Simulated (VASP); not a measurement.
Wanted: the native input for a VASP 6.6.1 run.

```
Task                   : relaxation of cell and atoms
Functional             : PBEsol
Dispersion             : D3(BJ)
Potentials or basis    : VASP PAW PBE potentials, release 64 (Zn, O)
Cutoff                 : 600 eV
k mesh                 : 10 × 10 × 9
Occupations            : fermi-dirac, width 0.05 eV
Spin                   : no spin polarisation
Dipole correction      : no
Further INCAR settings : ALGO = Normal; EDIFF = 1e-06; IBRION = 2; EDIFFG = -0.01; NSW = 60; ISIF = 3
```

The structure of ZnO lies in POSCAR:

```
ZnO
1.0
    1.4332300000     -3.5270800000      0.0000000000
    1.4332300000      3.5270800000      0.0000000000
    0.0000000000      0.0000000000      2.8384900000
Zn O
1 1
Direct
    0.0000000000      0.0000000000      0.0000000000
    0.5000000000      0.5000000000      0.5000000000
```

These files were run (other wordings do the same):

INCAR

```
SYSTEM = ZnO
ALGO = Normal
EDIFF = 1E-6
EDIFFG = -0.01
ENCUT = 600
GGA = PS
IBRION = 2
ISIF = 3
ISMEAR = -1
IVDW = 12
LASPH = .True.
LCHARG = .False.
LREAL = .False.
LWAVE = .False.
NELM = 100
NSW = 60
PREC = Accurate
SIGMA = 0.05
```

KPOINTS

```
k-points
0
Gamma
  10 10 9
  0 0 0
```

Potentials or basis: VASP PAW PBE potentials, release 64 (Zn, O).

Launch:

```sh
$ cat potpaw_PBE.64/Zn/POTCAR potpaw_PBE.64/O/POTCAR > POTCAR
$ mpirun -np 1 vasp_std > vasp.out
```

Results of the run:

- Relaxed volume: 11.02 Å³/atom
- Relaxed cell: a = 3.111 Å, b = 3.111 Å, c = 2.768 Å, α = 90.00°, β = 90.00°, γ = 124.67°
- Space group after relaxing (to 0.05 Å): Cmmm (No. 65)
- Energy gained by relaxing: 58.1 meV/atom
- Ionic steps: 18
- Pressure after relaxing: 0.1 GPa
- Band gap on the k mesh: zero (band 9 reaches 2.48 eV, above the bottom of band 10 at 2.21 eV)
- Dispersion energy per atom: -0.198 eV

Caveat: the volume moved by over 15 % at a fixed basis, so the end points are rough; the PAW data sets were made with another functional, which shifts forces and pressure a little; pairwise dispersion overbinds metals, which lowers pressure and volume.

Run time: 4.8 min on 1 thread of Intel(R) Xeon(R) 6975P-C (Granite Rapids), with other jobs on the host, peak memory 0.24 GiB.
